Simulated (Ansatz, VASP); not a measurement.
# Two plane-wave programs on Al12H

File INCAR:

```
SYSTEM = Al12H
ALGO = Normal
DIPOL = 0.5 0.5 0.295
EDIFF = 1E-6
ENCUT = 520
GGA = PS
IDIPOL = 3
ISIF = 2
ISMEAR = 0
LASPH = .True.
LCHARG = .True.
LDIPOL = .True.
LELF = .True.
LREAL = .False.
LVACPOTAV = .True.
LVHAR = .True.
LWAVE = .False.
NBANDS = 30
NELM = 60
PREC = Accurate
SIGMA = 0.1
```

KPOINTS

```
k-points
0
Gamma
  5 5 1
  0 0 0
```

POSCAR

```
Al12H
1.0
    5.6788540124      0.0000000000      0.0000000000
    0.0000000000      5.6788540124      0.0000000000
    0.0000000000      0.0000000000     21.1413451746
Al H
12 1
Direct
    0.2500000000      0.2500000000      0.1892027195
    0.2500000000      0.7500000000      0.1892027195
    0.7500000000      0.2500000000      0.1892027195
    0.7500000000      0.7500000000      0.1892027195
    0.0000000000      0.0000000000      0.2870821533
    0.0000000000      0.5000000000      0.2870821533
    0.5000000000      0.0000000000      0.2870821533
    0.5000000000      0.5000000000      0.2870821533
    0.2500000000      0.2500000000      0.3850911618
    0.2500000000      0.7500000000      0.3850911618
    0.7500000000      0.2500000000      0.3850911618
    0.7500000000      0.7500000000      0.3850911618
    0.4166666667      0.4166666667      0.3940782909
```

Input for Ansatz:

```yaml
crystal:
  lattice:
    - [5.6788540124, 0.0, 0.0]
    - [0.0, 5.6788540124, 0.0]
    - [0.0, 0.0, 21.1413451746]
  atoms:
    - { symbol: Al, position: [0.25, 0.25, 0.1892027195] }
    - { symbol: Al, position: [0.25, 0.75, 0.1892027195] }
    - { symbol: Al, position: [0.75, 0.25, 0.1892027195] }
    - { symbol: Al, position: [0.75, 0.75, 0.1892027195] }
    - { symbol: Al, position: [0.0, 0.0, 0.2870821533] }
    - { symbol: Al, position: [0.0, 0.5, 0.2870821533] }
    - { symbol: Al, position: [0.5, 0.0, 0.2870821533] }
    - { symbol: Al, position: [0.5, 0.5, 0.2870821533] }
    - { symbol: Al, position: [0.25, 0.25, 0.3850911618] }
    - { symbol: Al, position: [0.25, 0.75, 0.3850911618] }
    - { symbol: Al, position: [0.75, 0.25, 0.3850911618] }
    - { symbol: Al, position: [0.75, 0.75, 0.3850911618] }
    - { symbol: H, position: [0.4166666667, 0.4166666667, 0.3940782909] }
basis:
  ecutwfc: 420
kpoints:
  mp_grid: { grid: [5, 5, 1] }
hamiltonian:
  xc: pbesol
scf:
  occupations: { method: gaussian, width: 0.1 }
output:
  forces: true
  eigenvalues: true
efield:
  axis: 3
  dipole_correction: true
  ramp_width: 0.04
```

Alike in both runs: task single point; functional PBEsol; k mesh 5 × 5 × 1; occupations gaussian, width 0.1 eV; no spin polarisation.

|  | VASP | Ansatz |
| --- | --- | --- |
| version | VASP 6.6.1 | Ansatz 0.2.0 |
| potentials or method | VASP PAW PBE potentials, release 64 (Al, H), cutoff 520 eV | scalar-relativistic, plane waves, PAW |
| valence electrons in the cell | 37 | 37 |

```csv
,VASP,Ansatz,Ansatz less VASP
gap on the k mesh at the Fermi level (eV),none,none,-
rms of the force components (eV/Å),1.393,1.388,-0.0049
"work function, face that differs most (eV)",4.34,4.33,-0.001
```

VASP's potentials were made for PBE, not for PBEsol. Atom by atom the forces differ by 0.005 eV/Å (rms over components). A gap of «none» marks a metal or a gap that the smearing closes. With one functional, cell and mesh, what is left measures potentials, basis and numerics.
